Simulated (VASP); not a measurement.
## RuS2: single point with PBE

Crystal: RuS2.

```
Ru S
1.0
     4.12479    0.00000    0.00000
     0.00000    4.12479    0.00000
     0.00000    0.00000    2.91667
Ru S
1 2
Cartesian
  0.0000 0.0000 0.0000
  2.0624 0.0000 1.4583
  0.0000 2.0624 1.4583
```

```json
{
 "Program": "VASP 6.6.1",
 "Task": "single point",
 "Functional": "PBE",
 "Potentials or basis": "VASP PAW PBE potentials, release 64 (Ru_pv, S)",
 "Cutoff": "520 eV",
 "k mesh": "4 × 4 × 6",
 "Occupations": "gaussian, width 0.1 eV",
 "Spin": "collinear spin, ferromagnetic start",
 "Starting moments": "[1.0, 0.0, 0.0] μB"
}
```

The pressure is -0.7 GPa, the band gap on the k mesh is zero (filled and empty bands overlap) and the net moment is 0.00 μB per cell. The valence electrons inside the program's atomic spheres are Ru 12.53; S 3.57.

Stress tensor (GPa, compression positive):
```
-0.70  0.00  0.00
 0.00 -0.70  0.00
 0.00  0.00 -0.61
```

Levels at points of the mesh, in eV from the Fermi level:
Spin up:
```csv
k point,band 10,band 11,band 12,band 13,band 14,band 15,band 16,band 17
"(0.00, 0.00, 0.00)",-1.16,-1.16,-0.44,-0.36,-0.36,0.05,1.13,3.95
"(0.50, 0.00, 0.00)",-2.71,-2.65,-1.14,0.30,0.75,1.13,3.23,7.26
"(0.50, 0.50, 0.00)",-2.60,-2.25,0.33,1.07,3.26,3.26,4.21,7.51
"(0.00, 0.00, 0.50)",-1.10,-0.32,-0.32,1.20,2.74,4.25,4.25,4.69
"(0.50, 0.00, 0.50)",-1.73,-1.62,-1.46,-1.41,-0.61,1.43,4.10,6.20
"(0.50, 0.50, 0.50)",-2.04,-1.75,-0.78,-0.78,-0.77,0.46,1.86,3.54
```
Spin down:
```csv
k point,band 11,band 12,band 13,band 14,band 15,band 16
"(0.00, 0.00, 0.00)",-1.16,-0.44,-0.36,-0.36,0.05,1.13
"(0.50, 0.00, 0.00)",-2.65,-1.14,0.30,0.75,1.13,3.23
"(0.50, 0.50, 0.00)",-2.25,0.33,1.07,3.26,3.26,4.21
"(0.00, 0.00, 0.50)",-0.32,-0.32,1.20,2.74,4.26,4.26
"(0.50, 0.00, 0.50)",-1.62,-1.46,-1.41,-0.60,1.43,4.10
"(0.50, 0.50, 0.50)",-1.75,-0.78,-0.78,-0.76,0.46,1.86
```

Wall time 21 s on 1 thread of Intel(R) Xeon(R) 6975P-C (Granite Rapids) (shared host), peak memory 0.2 GiB.

Caveat: the k points lie up to 0.38 Å⁻¹ apart.
